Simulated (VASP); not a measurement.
Here is a VASP 6.6.1 calculation.

The input INCAR:

```
SYSTEM = La2Hf2O
PREC     = Accurate       ! precision mode
ENCUT    = 520            ! plane-wave cutoff, eV
EDIFF    = 1E-6           ! SCF threshold, eV
ISMEAR   = 0              ! smearing method
SIGMA    = 0.1            ! smearing width, eV
LREAL    = .FALSE.        ! projectors in reciprocal space
LASPH    = .TRUE.         ! aspherical terms in the spheres
NELM     = 80             ! most SCF steps
ALGO     = Normal         ! electronic algorithm
ISIF     = 2              ! what is computed and relaxed
LWAVE    = .FALSE.        ! write WAVECAR
LCHARG   = .FALSE.        ! write CHGCAR
GGA      = PE             ! functional
NBANDS   = 32             ! bands
```

Contents of KPOINTS:

```
Automatic mesh
0
G
  12 12 4
  0 0 0
```

File POSCAR:

```
La2Hf2O
1.0
    3.4901841211      0.0000000000      0.0000000000
   -1.7450920605      3.0225881128      0.0000000000
    0.0000000000      0.0000000000     11.3846770804
La Hf O
2 2 1
Direct
    0.3333333333      0.6666666667      0.1355017132
    0.6666666667      0.3333333333      0.8644982868
    0.3333333333      0.6666666667      0.6002495352
    0.6666666667      0.3333333333      0.3997504648
    0.0000000000      0.0000000000      0.0000000000
```

Potentials or basis: VASP PAW PBE potentials, release 64 (La, Hf_pv, O).

Run with:

```bash
$ cat potpaw_PBE.64/La/POTCAR potpaw_PBE.64/Hf_pv/POTCAR potpaw_PBE.64/O/POTCAR > POTCAR
$ mpirun -np 1 vasp_std > vasp.out
```

(1) Predict the largest force.

(2) What does it give for the pressure?

(3) Predict the band gap on the k mesh.

## Answers

(1) 0.040 eV/Å.

(2) -0.2 GPa.

(3) zero (bands 24 and 25 overlap by 0.71 eV).

Caveat: spin-orbit coupling is left out, which moves the levels of the heavy elements.
